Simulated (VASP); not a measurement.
# MgI2 (P-3m1) in VASP: further runs, part 3 of 3

VASP 6.6.1. The steps go on from the part before.

### Step 6. Single point, PBE

This run uses another cell than the first one, of 43.11 Å³/atom, 1.031 times its volume.

INCAR

```
SYSTEM = MgI2
PREC = Accurate
ENCUT = 520
EDIFF = 1E-6
ISMEAR = 0
SIGMA = 0.05
LREAL = .FALSE.
LASPH = .TRUE.
NELM = 80
ALGO = Normal
ISIF = 2
LWAVE = .FALSE.
LCHARG = .FALSE.
GGA = PE
NBANDS = 15
```

KPOINTS

```
regular mesh
0
G
  6 6 4
  0 0 0
```

POSCAR

```
MgI2
1.0
    4.3165329393      0.0000000000      0.0000000000
   -2.1582664697      3.7382271817      0.0000000000
    0.0000000000      0.0000000000      8.0147218160
Mg I
1 2
Direct
    0.0000000000      0.0000000000      0.0000000000
    0.3333333333      0.6666666667      0.7973879295
    0.6666666667      0.3333333333      0.2026120705
```

Potentials or basis: VASP PAW PBE potentials, release 64 (Mg, I).

Run with:

```bash
> cat potpaw_PBE.64/Mg/POTCAR potpaw_PBE.64/I/POTCAR > POTCAR
> mpirun -np 1 vasp_std > vasp.out
```

OUTCAR:

```text
SYSTEM = MgI2
   PREC = Accurate
   ENCUT = 520
   EDIFF = 1E-6
   ISMEAR = 0
   LREAL = .FALSE.
   LASPH = .TRUE.
   NELM = 80
   ISIF = 2
   GGA = PE

 ion  position               nearest neighbor table
   1  0.000  0.000  0.000-   2 2.97   3 2.97   3 2.97   2 2.97   3 2.97   2 2.97
   2  0.333  0.667  0.797-   1 2.97   1 2.97   1 2.97
   3  0.667  0.333  0.203-   1 2.97   1 2.97   1 2.97

  LATTYP: Found a hexagonal cell.
 ALAT       =     4.3165329393
 C/A-ratio  =     1.8567498334

  Lattice vectors:

 A1 = (   4.3165329393,   0.0000000000,   0.0000000000)
 A2 = (  -2.1582664697,   3.7382271817,   0.0000000000)
 A3 = (   0.0000000000,   0.0000000000,   8.0147218160)

Analysis of symmetry for initial positions (statically):
=====================================================================
 Subroutine PRICEL returns:
 Original cell was already a primitive cell.

 Routine SETGRP: Setting up the symmetry group for a
 hexagonal supercell.

 Subroutine GETGRP returns: Found 12 space group operations
 (whereof 12 operations were pure point group operations)
 out of a pool of 24 trial point group operations.

The static configuration has the point symmetry D_3d.

Analysis of symmetry for dynamics (positions and initial velocities):
=====================================================================
 Subroutine PRICEL returns:
 Original cell was already a primitive cell.

 Routine SETGRP: Setting up the symmetry group for a
 hexagonal supercell.

 Subroutine GETGRP returns: Found 12 space group operations
 (whereof 12 operations were pure point group operations)
 out of a pool of 24 trial point group operations.

The dynamic configuration has the point symmetry D_3d.

 Subroutine INISYM returns: Found 12 space group operations
 (whereof 12 operations are pure point group operations),
 and found     1 'primitive' translations

----------------------------------------------------------------------------------------

                                     Primitive cell

[... 122 lines left out ...]
 non-spin polarized calculation
 Gauss-broadening in eV      SIGMA  =   0.05
  energy-cutoff  :      520.00
  volume of cell :      129.33
 maximum number of plane-waves:      3534
   NGX = 17   NGY = 17   NGZ = 29

 number of electron      16.0000000 magnetization

 Free energy of the ion-electron system (eV)
  ---------------------------------------------------
  ext. energy  EPLUGINS =         0.00000000
  ---------------------------------------------------
  free energy    TOTEN  =        -7.71473184 eV

  energy without entropy =       -7.71473184  energy(sigma->0) =       -7.71473184

 E-fermi :   0.4602     XC(G=0):  -7.0878

 val. band max:        0.2394398784   @ k =   0.0000   0.0000   0.0000
 cond. band min:       3.9072519214   @ k =   0.0000   0.0000   0.0000
 fundamental gap:      3.6678120430
 Fermi energy:         0.4602202627

 k-point     1 :       0.0000    0.0000    0.0000
  band No.  band energies     occupation
      1     -11.2757      2.00000
      2     -10.7296      2.00000
      3      -2.3861      2.00000
      4      -0.0635      2.00000
      5      -0.0635      2.00000
      6       0.1729      2.00000
      7       0.2394      2.00000
      8       0.2394      2.00000
      9       3.9073      0.00000
     10       5.0953      0.00000
     11       6.8156      0.00000
     12       6.8156      0.00000
     13       7.1746      0.00000
     14       8.3689      0.00000
[... 401 lines left out ...]
      2     -10.6074      2.00000
      3      -2.5816      2.00000
      4      -1.8957      2.00000
      5      -1.8957      2.00000
      6      -1.3062      2.00000
      7      -0.1336      2.00000
      8      -0.1336      2.00000
      9       4.9277      0.00000
     10       6.6950      0.00000
     11       6.6950      0.00000
     12       8.1521      0.00000
     13       8.3483      0.00000
     14       8.4040      0.00000
     15       8.7690      0.00000

------------------------ aborting loop because EDIFF is reached ----------------------------------------

  FORCE on cell =-STRESS in cart. coord.  units (eV):
  Direction    XX          YY          ZZ          XY          YZ          ZX
  --------------------------------------------------------------------------------------
  -------------------------------------------------------------------------------------
  Total       -0.8118404     -0.8118404      0.1071385      0.0000000      0.0000000      0.0000000
  in kB      -10.0575466    -10.0575466      1.3272940      0.0000000      0.0000000      0.0000000
  external PRESSURE =      -6.2625997 kB  Pullay stress =       0.0000000 kB

 VOLUME and BASIS-vectors are now :
 -----------------------------------------------------------------------------
  energy-cutoff  :      520.00
  volume of cell :      129.33
      direct lattice vectors                 reciprocal lattice vectors
     4.316532939  0.000000000  0.000000000     0.231667409  0.133753241  0.000000000
    -2.158266470  3.738227182  0.000000000     0.000000000  0.267506481  0.000000000
     0.000000000  0.000000000  8.014721816     0.000000000  0.000000000  0.124770394

 POSITION                                       TOTAL-FORCE (eV/Angst)
 -----------------------------------------------------------------------------------
      0.00000      0.00000      0.00000         0.000000      0.000000     -0.000000
     -0.00000      2.49215      6.39084        -0.000000     -0.000000     -0.043537
      2.15827      1.24608      1.62388         0.000000      0.000000      0.043537
 -----------------------------------------------------------------------------------
    total drift:                               -0.000000      0.000000      0.000000

  FREE ENERGIE OF THE ION-ELECTRON SYSTEM (eV)
  ---------------------------------------------------
  free  energy   TOTEN  =        -7.7147318360 eV

  energy  without entropy=       -7.7147318360  energy(sigma->0) =       -7.71473184
```

OSZICAR:

```text
N       E                     dE             d eps       ncg     rms          rms(c)
DAV:   1     0.779229660943E+02    0.77923E+02   -0.55133E+03   720   0.807E+02
DAV:   2    -0.102869933436E+01   -0.78952E+02   -0.71283E+02   992   0.132E+02
DAV:   3    -0.775312156587E+01   -0.67244E+01   -0.66951E+01   965   0.430E+01
DAV:   4    -0.790869254609E+01   -0.15557E+00   -0.15555E+00  1027   0.777E+00
DAV:   5    -0.790992692124E+01   -0.12344E-02   -0.12344E-02   987   0.733E-01    0.355E+00
DAV:   6    -0.774853765494E+01    0.16139E+00   -0.13887E-01   741   0.186E+00    0.245E+00
DAV:   7    -0.771643663334E+01    0.32101E-01   -0.13690E-01   839   0.181E+00    0.791E-01
DAV:   8    -0.771460689492E+01    0.18297E-02   -0.96504E-03   797   0.540E-01    0.248E-01
DAV:   9    -0.771473916126E+01   -0.13227E-03   -0.11251E-03   909   0.200E-01    0.845E-02
DAV:  10    -0.771472530398E+01    0.13857E-04   -0.40642E-05   902   0.418E-02    0.374E-02
DAV:  11    -0.771473137430E+01   -0.60703E-05   -0.12300E-05   860   0.234E-02    0.124E-02
DAV:  12    -0.771473183595E+01   -0.46166E-06   -0.98140E-07   682   0.604E-03
   1 F= -.77147318E+01 E0= -.77147318E+01  d E =-.273726E-11
```

stdout:

```text
POSCAR found type information on POSCAR MgI
 POSCAR found :  2 types and       3 ions
 scaLAPACK will be used
 LDA part: xc-table for (Slater+PW92), standard interpolation
 POSCAR, INCAR and KPOINTS ok, starting setup
 FFT: planning ... GRIDC
 FFT: planning ... GRID_SOFT
 FFT: planning ... GRID
 WAVECAR not read
 entering main loop
```

It took 26 s on 1 thread of Intel Xeon Platinum 8375C at 2.90GHz (Ice Lake), shared host; peak memory 0.25 GiB.

Results:

```
Free energy            : -7.7147 eV
Pressure               : -0.6 GPa
Largest force          : 0.044 eV/Å
Band gap on the k mesh : 3.67 eV, direct
```

Forces on the atoms (eV/Å):
```
Mg   0.000  0.000  0.000
I    0.000  0.000 -0.044
I    0.000  0.000  0.044
```

Caveat: spin-orbit coupling is left out, which moves the levels of the heavy elements; this functional lacks dispersion, which binds the layers, so the pressure and a relaxed spacing across them are unreliable. A k mesh can miss the band edges.

### Step 7. Overview

| cell | gap on the mesh (eV) | pressure (GPa) | largest force (eV/Å) |
| --- | --- | --- | --- |
| a = 4.273, b = 4.273, c = 7.935 Å, angles 90.0, 90.0, 120.0°, 3 atoms | 3.75 | 0.4 | 0.34 |
| a = 4.295, b = 4.295, c = 7.975 Å, angles 90.0, 90.0, 120.0°, 3 atoms | 3.15 | -2.5 | 0.74 |
| a = 4.317, b = 4.317, c = 8.015 Å, angles 90.0, 90.0, 120.0°, 3 atoms | 3.67 | -0.6 | 0.04 |

Some of these runs hold the atoms at other places in the same cell, which the table doesn't show; runs alike in all that it shows share one row.

Alike in all rows: task single point; level PBE; potentials or basis VASP PAW PBE potentials, release 64 (Mg, I); no spin polarisation; k mesh 6 × 6 × 4; cutoff (eV) 520; smearing gaussian 0.05 eV.

Caveats: spin-orbit coupling is left out, which moves the levels of the heavy elements; this functional lacks dispersion, which binds the layers, so the pressure and a relaxed spacing across them are unreliable.

Total energies depend on the potentials used, so only differences within one code and one set of settings carry meaning.
